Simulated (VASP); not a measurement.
GaH6:

```xyz
7
Lattice="3.9878 0.0000 0.0000 0.0000 3.9878 0.0000 0.0000 0.0000 3.9878" Properties=species:S:1:pos:R:3 pbc="T T T"
Ga    0.0000    0.0000    0.0000
H     1.9939    1.9939    0.8255
H     1.9939    1.9939    3.1623
H     0.8255    1.9939    1.9939
H     3.1623    1.9939    1.9939
H     1.9939    0.8255    1.9939
H     1.9939    3.1623    1.9939
```

* Program: VASP 6.6.1
* Task: relaxation of cell and atoms
* Functional: PBE
* Potentials or basis: VASP PAW PBE potentials, release 64 (Ga_d, H)
* Cutoff: 600 eV
* k mesh: 4 × 4 × 4
* Occupations: gaussian, width 0.1 eV
* Spin: no spin polarisation

At the start: pressure -10.2 GPa; volume 9.06 Å³/atom.

Question: How do energy, volume and symmetry change on relaxing?

Answer: Over 25 steps the energy falls by 697.6 meV/atom and the volume is 13.66 Å³/atom (+50.8 %); space group Pm-3m (No. 221, to 0.05 Å).

Step by step:
| step | energy change (eV) | largest force (eV/Å) | pressure (GPa) | volume (Å³) |
| --- | --- | --- | --- | --- |
| 1 | 0.0000 | 1.1175 | -10.19 | 63.42 |
| 2 | -0.7448 | 1.5383 | -9.90 | 58.28 |
| 3 | -3.0161 | 1.8137 | 0.87 | 44.53 |
| 4 | 30.0813 | 82.3719 | 307.24 | 23.88 |
| 5 | -2.2475 | 1.9592 | -0.75 | 44.08 |
| 6 | -2.5993 | 0.5478 | 37.99 | 32.96 |
| 7 | -2.7930 | 1.8462 | 8.68 | 38.92 |
| 8 | -2.9677 | 1.2267 | 19.49 | 35.85 |
| 9 | -2.8288 | 2.4882 | 35.76 | 35.72 |
| 10 | -3.1600 | 0.0305 | 25.91 | 35.79 |
| 11 | -3.5867 | 0.1310 | 19.35 | 38.88 |
| 12 | -4.2979 | 0.8786 | 9.58 | 49.21 |
| 13 | -4.0533 | 5.1523 | 9.05 | 75.04 |
| 14 | -4.4053 | 2.1617 | 8.62 | 60.05 |
| 15 | -4.7030 | 0.3835 | 3.14 | 64.81 |
| 16 | -4.7363 | 0.3312 | 0.87 | 67.45 |
| 17 | -4.7364 | 0.2935 | 0.99 | 67.29 |
| 18 | -4.7453 | 0.3050 | 0.88 | 68.15 |
| 19 | -4.7701 | 0.3375 | 0.63 | 70.76 |
| 20 | -4.8135 | 0.3850 | 0.29 | 76.18 |
| 21 | -4.8757 | 0.1425 | 0.11 | 87.84 |
| 22 | -4.7892 | 1.2618 | 0.74 | 114.60 |
| 23 | -4.8787 | 0.2996 | 0.49 | 93.15 |
| 24 | -4.8812 | 0.1619 | -0.30 | 97.31 |
| 25 | -4.8830 | 0.0192 | -0.01 | 95.62 |

Final structure:
```
CELL_PARAMETERS angstrom
4.57284 0.00000 0.00000
0.00000 4.57284 0.00000
0.00000 0.00000 4.57284
ATOMIC_POSITIONS crystal
Ga 0.00000 0.00000 0.00000
H 0.50000 0.50000 0.08248
H 0.50000 0.50000 0.91752
H 0.08248 0.50000 0.50000
H 0.91752 0.50000 0.50000
H 0.50000 0.08248 0.50000
H 0.50000 0.91752 0.50000
```

Caveat: the k points lie up to 0.34 Å⁻¹ apart in the final cell; the volume moved by over 15 % at a fixed basis, so the end points are rough.
